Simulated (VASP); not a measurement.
A run of VASP 6.6.1 is set up as follows.

The input INCAR:

```
SYSTEM = TiO2
  ALGO = Normal
  EDIFF = 1E-6
  ENCUT = 520
  ISIF = 2
  ISMEAR = 0
  LASPH = .TRUE.
  LCHARG = .FALSE.
  LREAL = .FALSE.
  LWAVE = .FALSE.
  NBANDS = 33
  NELM = 60
  PREC = Accurate
  SIGMA = 0.1
```

KPOINTS

```
k-points
0
G
  4 4 6
  0 0 0
```

File POSCAR:

```
TiO2
1.0
    4.5922000000      0.0000000000      0.0000000000
    0.0000000000      4.5922000000      0.0000000000
    0.0000000000      0.0000000000      2.9574000000
Ti O
2 4
Direct
    0.0000000000      0.0000000000      0.0000000000
    0.5000000000      0.5000000000      0.5000000000
    0.3049600000      0.3049600000      0.0000000000
    0.1950400000      0.8049600000      0.5000000000
    0.6950400000      0.6950400000      0.0000000000
    0.8049600000      0.1950400000      0.5000000000
```

Potentials or basis: VASP PAW LDA potentials, release 64 (Ti_sv, O).

Command:

```bash
$ cat potpaw_LDA.64/Ti_sv/POTCAR potpaw_LDA.64/O/POTCAR > POTCAR
$ mpirun -np 1 vasp_std > vasp.out
```

(1) What does it give for the largest force?

(2) Estimate the pressure.

(3) What does it give for the band gap on the k mesh?

Results:

(1) 0.003 eV/Å.

(2) -6.8 GPa.

(3) 1.78 eV.

Caveat: the cell stands under tension.
